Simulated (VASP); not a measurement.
Input of a VASP 6.6.1 run:

Contents of INCAR:

```
PREC     = Accurate       # precision mode
ENCUT    = 520            # plane-wave cutoff, eV
EDIFF    = 1E-6           # SCF threshold, eV
ISMEAR   = -1             # smearing method
SIGMA    = 0.1            # smearing width, eV
LREAL    = False          # projectors in reciprocal space
LASPH    = True           # aspherical terms in the spheres
NELM     = 100            # most SCF steps
ALGO     = Normal         # electronic algorithm
ISIF     = 2              # what is computed and relaxed
LWAVE    = False          # write WAVECAR
LCHARG   = False          # write CHGCAR
GGA      = PE             # functional
NBANDS   = 24             # bands
```

Contents of KPOINTS:

```
regular mesh
0
Gamma
  17 17 5
```

File POSCAR:

```
Fe
1.0
    2.5453869589      0.0000000000      0.0000000000
   -1.2726934795      2.2043697688      0.0000000000
    0.0000000000      0.0000000000      8.1931231552
Fe
4
Direct
    1.0000000000      1.0000000000      0.0000000000
    0.0000000000      0.0000000000      0.5000000000
    0.3333333333      0.6666666667      0.2500000000
    0.6666666667      0.3333333333      0.7500000000
```

Potentials or basis: VASP PAW PBE potentials, release 64 (Fe).

Launch:

```bash
$ cat potpaw_PBE.64/Fe/POTCAR > POTCAR
$ mpirun -np 1 vasp_std > vasp.out
```

(1) Predict the pressure.

(2) Predict the band gap on the k mesh.

## Answers

(1) -25.0 GPa.

(2) zero (band 16 reaches 6.37 eV, above the bottom of band 17 at 4.93 eV).

Caveat: the run has no spin polarisation, though such a crystal can be magnetic.
